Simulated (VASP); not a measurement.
A run of VASP 6.6.1:

File INCAR:

```
SYSTEM = K2S
PREC = Accurate
ENCUT = 500
EDIFF = 1E-6
ISMEAR = 1
SIGMA = 0.05
LREAL = .False.
LASPH = .True.
NELM = 120
ALGO = Normal
ISIF = 2
LWAVE = .False.
LCHARG = .False.
GGA = PS
NBANDS = 19
GGA_COMPAT = .False.
```

File KPOINTS:

```
regular mesh
0
Gamma
  4 4 4
  0 0 0
```

POSCAR

```
K2S
1.0
    0.0000000000      3.7027186978      3.7027186978
    3.7027186978      0.0000000000      3.7027186978
    3.7027186978      3.7027186978      0.0000000000
K S
2 1
Direct
    0.2500000000      0.2500000000      0.2500000000
    0.7500000000      0.7500000000      0.7500000000
    0.0000000000      0.0000000000      0.0000000000
```

Potentials or basis: VASP PAW PBE potentials, release 64 (K_sv, S).

The run is started by

```console
$ cat potpaw_PBE.64/K_sv/POTCAR potpaw_PBE.64/S/POTCAR > POTCAR
$ mpirun -np 1 vasp_std > vasp.out
```

Hardware: 1 thread of AMD EPYC 9R45 (Zen 5) (shared host).

Q: Estimate the wall time of this run.

A: It took 22 s on 1 thread of AMD EPYC 9R45 (Zen 5), with other jobs on the host, peak memory 0.19 GiB. Counts: scf iterations 15, k points 8.
